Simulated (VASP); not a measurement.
# Ba3Br2 (P-3m1) in VASP: a series of runs

The runs below take Ba3Br2 through single point, with PBE.

Program: VASP 6.6.1. These are calculated values, not measurements. Logs are shortened: lines on timing, memory, paths and dates and some standing lists are left out, and cuts for length are marked.

## 1. The cell of the first run

Symmetry: P-3m1, No. 164, trigonal system. Conventional cell: a = 5.000 Å, b = 5.000 Å, c = 7.780 Å, α = 90.00°, β = 90.00°, γ = 120.00°. Ba (site symmetry -3m) has 6 Br at 3.46 Å and 6 Ba at 4.00 Å within 4.5 Å. Within 4.0 Å of Ba (site symmetry 3m) lie 4 Br at 3.01 to 3.11 Å and 6 Ba at 3.66 to 4.00 Å. Within 4.0 Å of Br (site symmetry 3m) lie 7 Ba at 3.01 to 3.46 Å.

## 2. Single point, PBE

Input file INCAR:

```
SYSTEM = Ba3Br2
PREC     = Accurate       ! precision mode
ENCUT    = 520            ! plane-wave cutoff, eV
EDIFF    = 1E-7           ! SCF threshold, eV
ISMEAR   = 0              ! smearing method
SIGMA    = 0.1            ! smearing width, eV
LREAL    = .FALSE.        ! projectors in reciprocal space
LASPH    = .TRUE.         ! aspherical terms in the spheres
NELM     = 100            ! most SCF steps
ALGO     = Normal         ! electronic algorithm
ISIF     = 2              ! what is computed and relaxed
LWAVE    = .FALSE.        ! write WAVECAR
LCHARG   = .FALSE.        ! write CHGCAR
GGA      = PE             ! functional
NBANDS   = 30             ! bands
```

Input file KPOINTS:

```
Automatic mesh
0
G
  6 6 4
  0 0 0
```

Input file POSCAR:

```
Ba3Br2
1.0
    5.0003572489      0.0000000000      0.0000000000
   -2.5001786244      4.3304364055      0.0000000000
    0.0000000000      0.0000000000      7.7797436385
Ba Br
3 2
Direct
    0.0000000000      0.0000000000      0.0000000000
    0.3333333333      0.6666666667      0.6450000000
    0.6666666667      0.3333333333      0.3550000000
    0.3333333333      0.6666666667      0.2450000000
    0.6666666667      0.3333333333      0.7550000000
```

Potentials or basis: VASP PAW PBE potentials, release 64 (Ba_sv, Br).

Run with:

```
$ cat potpaw_PBE.64/Ba_sv/POTCAR potpaw_PBE.64/Br/POTCAR > POTCAR
$ mpirun -np 1 vasp_std > vasp.out
```

OUTCAR:

```text
SYSTEM = Ba3Br2
   PREC = Accurate
   ENCUT = 520
   EDIFF = 1E-7
   ISMEAR = 0
   LREAL = .FALSE.
   LASPH = .TRUE.
   NELM = 100
   ISIF = 2
   GGA = PE

 ion  position               nearest neighbor table
   1  0.000  0.000  0.000-   4 3.46   5 3.46   4 3.46   5 3.46   5 3.46   4 3.46   2 4.00   3 4.00
                             2 4.00   3 4.00   2 4.00   3 4.00
   2  0.333  0.667  0.645-   5 3.01   5 3.01   5 3.01   4 3.11   3 3.66   3 3.66   3 3.66   1 4.00
                             1 4.00   1 4.00
   3  0.667  0.333  0.355-   4 3.01   4 3.01   4 3.01   5 3.11   2 3.66   2 3.66   2 3.66   1 4.00
                             1 4.00   1 4.00
   4  0.333  0.667  0.245-   3 3.01   3 3.01   3 3.01   2 3.11   1 3.46   1 3.46   1 3.46
   5  0.667  0.333  0.755-   2 3.01   2 3.01   2 3.01   3 3.11   1 3.46   1 3.46   1 3.46

  LATTYP: Found a hexagonal cell.
 ALAT       =     5.0003572489
 C/A-ratio  =     1.5558375634

  Lattice vectors:

 A1 = (   5.0003572489,   0.0000000000,   0.0000000000)
 A2 = (  -2.5001786244,   4.3304364055,   0.0000000000)
 A3 = (   0.0000000000,   0.0000000000,   7.7797436385)

Analysis of symmetry for initial positions (statically):
=====================================================================
 Subroutine PRICEL returns:
 Original cell was already a primitive cell.

 Routine SETGRP: Setting up the symmetry group for a
 hexagonal supercell.

 Subroutine GETGRP returns: Found 12 space group operations
 (whereof 12 operations were pure point group operations)
 out of a pool of 24 trial point group operations.

The static configuration has the point symmetry D_3d.

Analysis of symmetry for dynamics (positions and initial velocities):
=====================================================================
 Subroutine PRICEL returns:
 Original cell was already a primitive cell.

 Routine SETGRP: Setting up the symmetry group for a
 hexagonal supercell.

 Subroutine GETGRP returns: Found 12 space group operations
 (whereof 12 operations were pure point group operations)
 out of a pool of 24 trial point group operations.

The dynamic configuration has the point symmetry D_3d.

 Subroutine INISYM returns: Found 12 space group operations
 (whereof 12 operations are pure point group operations),
 and found     1 'primitive' translations

----------------------------------------------------------------------------------------

[... 98 lines left out ...]
   LREAL  =      F    real-space projection
   EDIFFG = 0.1E-05   stopping-criterion for IOM
   NSW    =      0    number of steps for IOM
   IBRION =     -1    ionic relax: 0-MD 1-quasi-New 2-CG
   NFREE  =      0    steps in history (QN), initial steepest desc. (CG)
   ISIF   =      2    stress and relaxation
   ISYM   =      2    0-nonsym 1-usesym 2-fastsym
   POTIM  = 0.5000    time-step for ionic-motion
   TEBEG  =    0.0;   TEEND  =   0.0 temperature during run
   PSTRESS=    0.0 pullay stress
   NELECT =      44.0000    total number of electrons
   NUPDOWN=      -1.0000    fix difference up-down
   EMIN   =  10.00;   EMAX   =-10.00  energy-range for DOS
   EFERMI =   0.00;   METHOD = LEGACY
   ISMEAR =     0;   SIGMA  =   0.10  broadening in eV -4-tet -1-fermi 0-gaus
   EFERMI_NEDOS =   21; number of points for ismear=-14 and -15
   IALGO  =     38    algorithm
   IMIX   =      4    mixing-type and parameters
     AMIX     =   0.40;   BMIX     =  1.00
     AMIX_MAG =   1.60;   BMIX_MAG =  1.00
  volume/ion in A,a.u.               =      33.69       227.37
  Fermi-wavevector in a.u.,A,eV,Ry     =   1.046469  1.977540 14.899706  1.095098
  Thomas-Fermi vector in A             =   2.181309
   LORBIT       =      0    0 simple, 1 ext, 2 COOP (PROOUT), +10 PAW based schemes
   GGA     = PE    functional components
   LHFCALC =     F    Hartree Fock is set to
   AEXX    =    0.0000 exact exchange contribution
   IVDW    =     0    specifies the selected vdW correction
   LEPSILON=     F    determine dielectric tensor
   LRPA    =     F    only Hartree local field effects (RPA)
 non-spin polarized calculation
 Gauss-broadening in eV      SIGMA  =   0.10
  energy-cutoff  :      520.00
  volume of cell :      168.46
 maximum number of plane-waves:      4589
 NGX is ok and might be reduce to    40
   NGX = 19   NGY = 19   NGZ = 29

 number of electron      43.9999996 magnetization

 Free energy of the ion-electron system (eV)
  ---------------------------------------------------
  ext. energy  EPLUGINS =         0.00000000
  ---------------------------------------------------
  free energy    TOTEN  =       -12.70834695 eV

  energy without entropy =      -12.66859903  energy(sigma->0) =      -12.68847299

 E-fermi :   4.6549     XC(G=0):  -9.0512

 val. band max:        4.6536349620   @ k =   0.3333   0.1667   0.2500
 cond. band min:       4.6601487607   @ k =  -0.1667   0.5000   0.2500
 fundamental gap:      0.0065137986
 Fermi energy:         4.6548815920

 k-point     1 :       0.0000    0.0000    0.0000
  band No.  band energies     occupation
      1     -24.4051      2.00000
      2     -24.2075      2.00000
      3     -23.9972      2.00000
      4     -13.3475      2.00000
      5     -13.0579      2.00000
      6      -9.9147      2.00000
[... 781 lines left out ...]
     29       7.3997      0.00000
     30       7.3997      0.00000

------------------------ aborting loop because EDIFF is reached ----------------------------------------

  FORCE on cell =-STRESS in cart. coord.  units (eV):
  Direction    XX          YY          ZZ          XY          YZ          ZX
  --------------------------------------------------------------------------------------
  -------------------------------------------------------------------------------------
  Total        8.0985298      8.0985298      8.6529035      0.0000000      0.0000000     -0.0000000
  in kB       77.0227075     77.0227075     82.2951907      0.0000000      0.0000000     -0.0000000
  external PRESSURE =      78.7802019 kB  Pullay stress =       0.0000000 kB

 VOLUME and BASIS-vectors are now :
 -----------------------------------------------------------------------------
  energy-cutoff  :      520.00
  volume of cell :      168.46
      direct lattice vectors                 reciprocal lattice vectors
     5.000357249  0.000000000  0.000000000     0.199985711  0.115461804  0.000000000
    -2.500178624  4.330436406  0.000000000     0.000000000  0.230923608  0.000000000
     0.000000000  0.000000000  7.779743639     0.000000000  0.000000000  0.128538940

 POSITION                                       TOTAL-FORCE (eV/Angst)
 -----------------------------------------------------------------------------------
      0.00000      0.00000      0.00000         0.000000      0.000000      0.000000
     -0.00000      2.88696      5.01793        -0.000000     -0.000000     -0.096566
      2.50018      1.44348      2.76181         0.000000      0.000000      0.096566
     -0.00000      2.88696      1.90604        -0.000000      0.000000     -1.742649
      2.50018      1.44348      5.87371         0.000000      0.000000      1.742649
 -----------------------------------------------------------------------------------
    total drift:                                0.000000     -0.000000     -0.000000

  FREE ENERGIE OF THE ION-ELECTRON SYSTEM (eV)
  ---------------------------------------------------
  free  energy   TOTEN  =       -12.7083469494 eV

  energy  without entropy=      -12.6685990325  energy(sigma->0) =      -12.68847299
```

OSZICAR:

```text
N       E                     dE             d eps       ncg     rms          rms(c)
DAV:   1     0.325756220048E+03    0.32576E+03   -0.19555E+04  1440   0.129E+03
DAV:   2     0.889662265579E+01   -0.31686E+03   -0.30806E+03  2130   0.245E+02
DAV:   3    -0.123749301803E+02   -0.21272E+02   -0.20920E+02  1782   0.661E+01
DAV:   4    -0.130143171265E+02   -0.63939E+00   -0.63320E+00  2278   0.994E+00
DAV:   5    -0.130210825402E+02   -0.67654E-02   -0.67485E-02  1848   0.102E+00    0.975E+00
DAV:   6    -0.127091207258E+02    0.31196E+00   -0.17550E+00  1866   0.455E+00    0.578E+00
DAV:   7    -0.127050212416E+02    0.40995E-02   -0.15152E-01  1708   0.196E+00    0.277E+00
DAV:   8    -0.127077529220E+02   -0.27317E-02   -0.31607E-02  1848   0.134E+00    0.175E-01
DAV:   9    -0.127079675918E+02   -0.21467E-03   -0.26543E-03  2036   0.229E-01    0.985E-02
DAV:  10    -0.127082486999E+02   -0.28111E-03   -0.44648E-04  1796   0.129E-01    0.490E-02
DAV:  11    -0.127083355890E+02   -0.86889E-04   -0.13096E-04  1856   0.762E-02    0.176E-02
DAV:  12    -0.127083464884E+02   -0.10899E-04   -0.25450E-05  2094   0.271E-02    0.831E-03
DAV:  13    -0.127083473360E+02   -0.84760E-06   -0.34416E-06  1860   0.114E-02    0.342E-03
DAV:  14    -0.127083469717E+02    0.36429E-06   -0.30848E-07  1698   0.316E-03    0.585E-04
DAV:  15    -0.127083469494E+02    0.22308E-07   -0.25165E-08  1074   0.912E-04
   1 F= -.12708347E+02 E0= -.12688473E+02  d E =-.397479E-01
```

It took 86 s on 1 thread of Intel Xeon Platinum 8559C (Emerald Rapids), shared host; peak memory 0.34 GiB.

Results:

```
Free energy            : -12.7083 eV
Pressure               : 7.9 GPa
Largest force          : 1.743 eV/Å
Band gap on the k mesh : zero (bands 22 and 23 overlap by 0.91 eV)
```

Forces in eV/Å, atoms in the order of the input:
```
Ba   0.000  0.000  0.000
Ba   0.000  0.000 -0.097
Ba   0.000  0.000  0.097
Br   0.000  0.000 -1.743
Br   0.000  0.000  1.743
```

Levels at points of the mesh, in eV from the Fermi level:
| k point | band 18 | band 19 | band 20 | band 21 | band 22 | band 23 | band 24 | band 25 | band 26 | band 27 |
| --- | --- | --- | --- | --- | --- | --- | --- | --- | --- | --- |
| (0.00, 0.00, 0.00) | -6.09 | -6.04 | -6.01 | -1.17 | -0.59 | -0.59 | -0.05 | 2.09 | 2.21 | 2.35 |
| (0.50, 0.00, 0.00) | -5.86 | -5.53 | -5.45 | -0.95 | 0.00 | 0.39 | 0.59 | 0.85 | 1.53 | 1.80 |
| (0.00, 0.00, 0.50) | -5.81 | -5.81 | -5.63 | -0.14 | 0.32 | 0.40 | 0.40 | 0.40 | 0.40 | 0.71 |
| (0.50, 0.00, 0.50) | -5.71 | -5.67 | -5.61 | -0.31 | -0.20 | 0.18 | 1.11 | 1.15 | 1.83 | 1.86 |

Caveat: the cell stands under pressure; spin-orbit coupling is left out, which moves the levels of the heavy elements; forces of over 1 eV/Å act on the atoms, so gaps and moduli don't describe the material at rest.

## 3. Single point, PBE

This run uses another cell than the first one, of 43.72 Å³/atom.

Input file INCAR:

```
SYSTEM = Ba3Br2
PREC = Accurate
ENCUT = 520
EDIFF = 1E-6
ISMEAR = 0
SIGMA = 0.1
LREAL = .FALSE.
LASPH = .TRUE.
NELM = 100
ALGO = Normal
ISIF = 2
LWAVE = .FALSE.
LCHARG = .FALSE.
GGA = PE
NBANDS = 30
```

Input file KPOINTS:

```
regular mesh
0
G
  6 6 2
  0 0 0
```

Input file POSCAR:

```
Ba3Br2
1.0
    4.5311729532      0.0000000000      0.0000000000
   -2.2655864766      3.9241108865      0.0000000000
    0.0000000000      0.0000000000     12.2937419951
Ba Br
3 2
Direct
    0.0000000000      0.0000000000      0.0000000000
    0.3333333333      0.6666666667      0.6493609256
    0.6666666667      0.3333333333      0.3506390744
    0.3333333333      0.6666666667      0.1614792276
    0.6666666667      0.3333333333      0.8385207724
```

Potentials or basis: VASP PAW PBE potentials, release 64 (Ba_sv, Br).

Run with:

```
$ cat potpaw_PBE.64/Ba_sv/POTCAR potpaw_PBE.64/Br/POTCAR > POTCAR
$ mpirun -np 1 vasp_std > vasp.out
```

Wall time 64 s (1 thread of Intel Xeon Platinum 8559C (Emerald Rapids), shared host); peak memory 0.37 GiB.

Results (log left out):

- Free energy: -15.1368 eV
- Pressure: 0.4 GPa
- Largest force: 0.070 eV/Å
- Band gap on the k mesh: zero (bands 22 and 23 overlap by 0.45 eV)

Forces in eV/Å, atoms in the order of the input:
```
Ba   0.000  0.000  0.000
Ba   0.000  0.000  0.004
Ba   0.000  0.000 -0.004
Br   0.000  0.000  0.070
Br   0.000  0.000 -0.070
```

Levels at points of the mesh, in eV from the Fermi level:
| k point | band 19 | band 20 | band 21 | band 22 | band 23 | band 24 | band 25 | band 26 |
| --- | --- | --- | --- | --- | --- | --- | --- | --- |
| (0.00, 0.00, 0.00) | -5.24 | -5.24 | -1.99 | -0.65 | 0.26 | 0.38 | 0.91 | 0.95 |
| (0.50, 0.00, 0.00) | -5.55 | -5.38 | -0.91 | -0.37 | -0.13 | 0.50 | 0.94 | 1.71 |
| (0.00, 0.00, 0.50) | -5.24 | -5.24 | -1.71 | -1.07 | 0.10 | 0.60 | 0.76 | 0.95 |
| (0.50, 0.00, 0.50) | -5.56 | -5.37 | -0.90 | -0.28 | -0.07 | 0.06 | 1.37 | 1.63 |

Caveat: spin-orbit coupling is left out, which moves the levels of the heavy elements.

The gap in the log of VASP goes by the Fermi energy; the results here count the filled bands.